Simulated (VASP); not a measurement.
# Nb2B (R-3m) in VASP: notebook

Runs on Nb2B. Level: PBE. Tasks: single point.

Everything below comes from runs of VASP 6.6.1. Logs are shortened: lines on timing, memory, paths and dates and some standing lists are left out, and cuts for length are marked.

### Step 1. The cell of the first run

Symmetry: R-3m, No. 166, trigonal system. The conventional cell has a = 3.279 Å, b = 3.279 Å, c = 14.575 Å, α = 90.00°, β = 90.00°, γ = 120.00°. Nb (site symmetry 3m) has 3 B at 2.24 Å within 3.0 Å. Within 3.0 Å of B (site symmetry -3m) lie 6 Nb at 2.24 Å.

### Step 2. Single point, PBE, collinear spin, ferromagnetic start

The input, INCAR:

```
PREC     = Accurate       # precision mode
ENCUT    = 520            # plane-wave cutoff, eV
EDIFF    = 1E-7           # SCF threshold, eV
ISMEAR   = 0              # smearing method
SIGMA    = 0.1            # smearing width, eV
LREAL    = F              # projectors in reciprocal space
LASPH    = T              # aspherical terms in the spheres
NELM     = 150            # most SCF steps
ALGO     = Normal         # electronic algorithm
ISIF     = 2              # what is computed and relaxed
LWAVE    = F              # write WAVECAR
LCHARG   = T              # write CHGCAR
ISPIN    = 2              # spin polarisation
MAGMOM   = 1 1 0          # initial moments
LORBIT   = 11             # projections on sites
LMAXMIX  = 4              # l up to which the mixer works
GGA      = PE             # functional
LELF     = T              # ELF
LVHAR    = T            
NBANDS   = 26             # bands
```

The input, KPOINTS:

```
regular mesh
0
Gamma
  6 6 6
```

The input, POSCAR:

```
Nb2B
1.0
    1.6396119495      0.9466304004      4.8582596276
   -1.6396119495      0.9466304004      4.8582596276
    0.0000000000     -1.8932608009      4.8582596276
Nb B
2 1
Direct
    0.2493041898      0.2493041898      0.2493041898
    0.7506958102      0.7506958102      0.7506958102
    0.5000000000      0.5000000000      0.5000000000
```

Potentials or basis: VASP PAW PBE potentials, release 64 (Nb_sv, B).

Launch:

```
cat potpaw_PBE.64/Nb_sv/POTCAR potpaw_PBE.64/B/POTCAR > POTCAR
mpirun -np 1 vasp_std > vasp.out
```

OUTCAR:

```text
PREC = Accurate
   ENCUT = 520
   EDIFF = 1E-7
   ISMEAR = 0
   LREAL = F
   LASPH = T
   NELM = 150
   ISIF = 2
   ISPIN = 2
   LORBIT = 11
   GGA = PE

 ion  position               nearest neighbor table
   1  0.249  0.249  0.249-   3 2.24   3 2.24   3 2.24
   2  0.751  0.751  0.751-   3 2.24   3 2.24   3 2.24
   3  0.500  0.500  0.500-   1 2.24   1 2.24   2 2.24   2 2.24   1 2.24   2 2.24

  LATTYP: Found a trigonal (rhomboedric) cell.
 ALAT       =     5.2141272586
 COS(alpha) =     0.8022352466

  Lattice vectors:

 A1 = (   1.6396119495,   0.9466304004,   4.8582596276)
 A2 = (  -1.6396119495,   0.9466304004,   4.8582596276)
 A3 = (   0.0000000000,  -1.8932608009,   4.8582596276)

Analysis of symmetry for initial positions (statically):
=====================================================================
 Subroutine PRICEL returns:
 Original cell was already a primitive cell.

 Routine SETGRP: Setting up the symmetry group for a
 trigonal (rhombohedral) supercell.

 Subroutine GETGRP returns: Found 12 space group operations
 (whereof 12 operations were pure point group operations)
 out of a pool of 12 trial point group operations.

The static configuration has the point symmetry D_3d.

Analysis of symmetry for dynamics (positions and initial velocities):
=====================================================================
 Subroutine PRICEL returns:
 Original cell was already a primitive cell.

 Routine SETGRP: Setting up the symmetry group for a
 trigonal (rhombohedral) supercell.

 Subroutine GETGRP returns: Found 12 space group operations
 (whereof 12 operations were pure point group operations)
 out of a pool of 12 trial point group operations.

The dynamic configuration has the point symmetry D_3d.

Analysis of structural, dynamic, and magnetic symmetry:
=====================================================================
 Subroutine PRICEL returns:
 Original cell was already a primitive cell.

 Routine SETGRP: Setting up the symmetry group for a
 trigonal (rhombohedral) supercell.

 Subroutine GETGRP returns: Found 12 space group operations
 (whereof 12 operations were pure point group operations)
 out of a pool of 12 trial point group operations.

The overall configuration has the point symmetry D_3d.

 Subroutine INISYM returns: Found 12 space group operations
 (whereof 12 operations are pure point group operations),
 and found     1 'primitive' translations

[... 117 lines left out ...]
  volume/ion in A,a.u.               =      15.08       101.77
  Fermi-wavevector in a.u.,A,eV,Ry     =   1.411529  2.667402 27.108422  1.992413
  Thomas-Fermi vector in A             =   2.533371
   LORBIT       =     11    0 simple, 1 ext, 2 COOP (PROOUT), +10 PAW based schemes
   GGA     = PE    functional components
   LHFCALC =     F    Hartree Fock is set to
   AEXX    =    0.0000 exact exchange contribution
   IVDW    =     0    specifies the selected vdW correction
   LEPSILON=     F    determine dielectric tensor
   LRPA    =     F    only Hartree local field effects (RPA)
 spin polarized calculation
 Gauss-broadening in eV      SIGMA  =   0.10
  energy-cutoff  :      520.00
  volume of cell :       45.24
 maximum number of plane-waves:      1230
   NGX = 19   NGY = 19   NGZ = 19

 number of electron      29.0000000 magnetization       0.0005926

 number of electron      29.0000000 magnetization      -0.0000635

 Free energy of the ion-electron system (eV)
  ---------------------------------------------------
  ext. energy  EPLUGINS =         0.00000000
  ---------------------------------------------------
  free energy    TOTEN  =       -28.00442531 eV

  energy without entropy =      -27.99567702  energy(sigma->0) =      -28.00005117

 E-fermi :   9.7444     XC(G=0): -12.1211

 val. band max:        9.7397169439   @ k =   0.3333   0.3333   0.3333
 cond. band min:       9.7727203860   @ k =  -0.3333   0.3333   0.1667
 fundamental gap:      0.0330034421
 Fermi energy:         9.7444332255

 spin component 1

 k-point     1 :       0.0000    0.0000    0.0000
  band No.  band energies     occupation
      1     -44.9458      1.00000
      2     -44.8105      1.00000
      3     -21.4124      1.00000
      4     -20.8098      1.00000
      5     -20.8098      1.00000
      6     -20.6683      1.00000
[... 685 lines left out ...]
     25      21.3049      0.00000
     26      22.2288      0.00000

 [... further k-points ...]

 spin component 2

 k-point     1 :       0.0000    0.0000    0.0000
  band No.  band energies     occupation
      1     -44.9458      1.00000
      2     -44.8105      1.00000
      3     -21.4124      1.00000
      4     -20.8098      1.00000
      5     -20.8098      1.00000
      6     -20.6683      1.00000
[... 685 lines left out ...]
     25      21.3049      0.00000
     26      22.2288      0.00000

 [... further k-points ...]
[... 5 lines left out ...]
  --------------------------------------------------------------------------------------
  -------------------------------------------------------------------------------------
  Total       -0.0638995     -0.0638995     -0.1488555      0.0000000      0.0000000      0.0000000
  in kB       -2.2628438     -2.2628438     -5.2713532      0.0000000      0.0000000      0.0000000
  external PRESSURE =      -3.2656803 kB  Pullay stress =       0.0000000 kB

 VOLUME and BASIS-vectors are now :
 -----------------------------------------------------------------------------
  energy-cutoff  :      520.00
  volume of cell :       45.24
      direct lattice vectors                 reciprocal lattice vectors
     1.639611950  0.946630400  4.858259628     0.304950205  0.176063083  0.068611676
    -1.639611950  0.946630400  4.858259628    -0.304950205  0.176063083  0.068611676
     0.000000000 -1.893260801  4.858259628     0.000000000 -0.352126166  0.068611676

 POSITION                                       TOTAL-FORCE (eV/Angst)
 -----------------------------------------------------------------------------------
      0.00000     -0.00000      3.63355         0.000000      0.000000     -0.014008
      0.00000     -0.00000     10.94123         0.000000     -0.000000      0.014008
      0.00000     -0.00000      7.28739         0.000000     -0.000000      0.000000
 -----------------------------------------------------------------------------------
    total drift:                               -0.000000      0.000000     -0.000000

  FREE ENERGIE OF THE ION-ELECTRON SYSTEM (eV)
  ---------------------------------------------------
  free  energy   TOTEN  =       -28.0044253125 eV

  energy  without entropy=      -27.9956770224  energy(sigma->0) =      -28.00005117

 total charge

# of ion       s       p       d       tot
------------------------------------------
    1        2.191   6.036   2.385  10.613
    2        2.191   6.036   2.385  10.613
    3        0.774   1.217   0.000   1.990
--------------------------------------------------
tot          5.156  13.290   4.770  23.216

 magnetization (x)

# of ion       s       p       d       tot
------------------------------------------
    1        0.000  -0.000  -0.000  -0.000
    2        0.000  -0.000  -0.000  -0.000
    3        0.000   0.000   0.000   0.000
--------------------------------------------------
tot          0.000   0.000  -0.000  -0.000
```

OSZICAR:

```text
N       E                     dE             d eps       ncg     rms          rms(c)
DAV:   1     0.305386431397E+03    0.30539E+03   -0.15222E+04  3336   0.113E+03
DAV:   2    -0.887764103855E+01   -0.31426E+03   -0.30156E+03  3600   0.447E+02
DAV:   3    -0.313736647981E+02   -0.22496E+02   -0.21788E+02  6320   0.916E+01
DAV:   4    -0.326044036555E+02   -0.12307E+01   -0.12175E+01  4528   0.176E+01
DAV:   5    -0.326428162869E+02   -0.38413E-01   -0.38384E-01  5352   0.324E+00    0.148E+01
DAV:   6    -0.279403963369E+02    0.47024E+01   -0.13133E+01  4790   0.250E+01    0.352E+00
DAV:   7    -0.279916209528E+02   -0.51225E-01   -0.13149E+00  4802   0.824E+00    0.223E+00
DAV:   8    -0.279996364408E+02   -0.80155E-02   -0.10800E-01  5370   0.211E+00    0.143E+00
DAV:   9    -0.280028011425E+02   -0.31647E-02   -0.10406E-02  4378   0.884E-01    0.690E-01
DAV:  10    -0.280042236022E+02   -0.14225E-02   -0.48757E-03  4506   0.604E-01    0.188E-01
DAV:  11    -0.280043929096E+02   -0.16931E-03   -0.63430E-04  5148   0.181E-01    0.862E-02
DAV:  12    -0.280044267104E+02   -0.33801E-04   -0.11181E-04  4486   0.878E-02    0.221E-02
DAV:  13    -0.280044260677E+02    0.64276E-06   -0.69666E-06  4772   0.259E-02    0.824E-03
DAV:  14    -0.280044255777E+02    0.48993E-06   -0.75224E-07  4880   0.816E-03    0.393E-03
DAV:  15    -0.280044252781E+02    0.29964E-06   -0.25852E-07  3026   0.493E-03    0.140E-03
DAV:  16    -0.280044253125E+02   -0.34377E-07   -0.49424E-08  1982   0.222E-03
   1 F= -.28004425E+02 E0= -.28000051E+02  d E =-.874829E-02  mag=    -0.0000
```

Wall time 81 s (1 thread of Intel Xeon 6975P-C (Granite Rapids), shared host); peak memory 0.3 GiB.

Results:

* Free energy: -28.0044 eV
* Pressure: -0.3 GPa
* Largest force: 0.014 eV/Å
* Net moment: 0.00 μB per cell
* Valence electrons inside the program's atomic spheres: Nb 10.61; B 1.99

Forces on the atoms (eV/Å):
```
Nb   0.000  0.000 -0.014
Nb   0.000  0.000  0.014
B    0.000  0.000  0.000
```

Levels at points of the mesh, in eV from the Fermi level:
Spin up:
```tsv
k point	band 11	band 12	band 13	band 14	band 15	band 16	band 17	band 18
(0.00, 0.00, 0.00)	-2.40	-2.40	-0.45	-0.43	-0.43	0.91	1.96	1.96
(0.50, 0.00, 0.00)	-2.52	-1.87	-1.73	-1.38	-0.17	1.27	3.22	3.31
(0.50, 0.50, 0.00)	-2.73	-2.34	-1.80	-0.79	1.30	2.58	3.25	3.78
(0.50, 0.50, 0.50)	-1.99	-1.99	-0.56	-0.51	0.25	0.25	1.59	1.59
```
Spin down:
```tsv
k point	band 11	band 12	band 13	band 14	band 15	band 16	band 17	band 18
(0.00, 0.00, 0.00)	-2.40	-2.40	-0.45	-0.43	-0.43	0.91	1.96	1.96
(0.50, 0.00, 0.00)	-2.52	-1.87	-1.73	-1.38	-0.17	1.27	3.22	3.31
(0.50, 0.50, 0.00)	-2.73	-2.34	-1.80	-0.79	1.30	2.58	3.25	3.78
(0.50, 0.50, 0.50)	-1.99	-1.99	-0.56	-0.51	0.25	0.25	1.59	1.59
```

Caveat: the k points lie up to 0.38 Å⁻¹ apart.

### Step 3. Single point, PBE

This run uses another cell than the first one, of 15.04 Å³/atom, 0.997 times its volume.

The input, INCAR:

```
PREC = Accurate
ENCUT = 520
EDIFF = 1E-6
ISMEAR = 0
SIGMA = 0.1
LREAL = F
LASPH = T
NELM = 100
ALGO = Fast
ISIF = 2
LWAVE = F
LCHARG = F
GGA = PE
NBANDS = 22
```

The input, KPOINTS:

```
Automatic mesh
0
Gamma
  18 18 18
```

The input, POSCAR:

```
Nb2B
1.0
    1.6413930500      0.9476587192      4.8351310548
   -1.6413930500      0.9476587192      4.8351310548
    0.0000000000     -1.8953174385      4.8351310548
Nb B
2 1
Direct
    0.2497000168      0.2497000168      0.2497000168
    0.7502999832      0.7502999832      0.7502999832
    0.5000000000      0.5000000000      0.5000000000
```

Potentials or basis: VASP PAW PBE potentials, release 64 (Nb_sv, B).

Launch:

```
cat potpaw_PBE.64/Nb_sv/POTCAR potpaw_PBE.64/B/POTCAR > POTCAR
mpirun -np 1 vasp_std > vasp.out
```

It took 22 min on 1 thread of Intel Xeon 6975P-C (Granite Rapids), shared host; peak memory 0.65 GiB.

It converged, with:

```yaml
Free_energy: -28.0085 eV
Pressure: -0.2 GPa
Largest_force: 0.017 eV/Å
```

Forces in eV/Å, atoms in the order of the input:
```
Nb   0.000  0.000 -0.017
Nb   0.000  0.000  0.017
B    0.000  0.000  0.000
```

Levels at points of the mesh, in eV from the Fermi level:
```
           k point  band 13  band 14  band 15  band 16  band 17  band 18
(0.00, 0.00, 0.00)    -0.52    -0.52    -0.47     0.90     1.92     1.92
(0.50, 0.00, 0.00)    -1.79    -1.46    -0.21     1.17     3.17     3.25
(0.50, 0.50, 0.00)    -1.85    -0.87     1.27     2.50     3.19     3.75
(0.50, 0.50, 0.50)    -0.64    -0.50     0.19     0.19     1.50     1.50
```
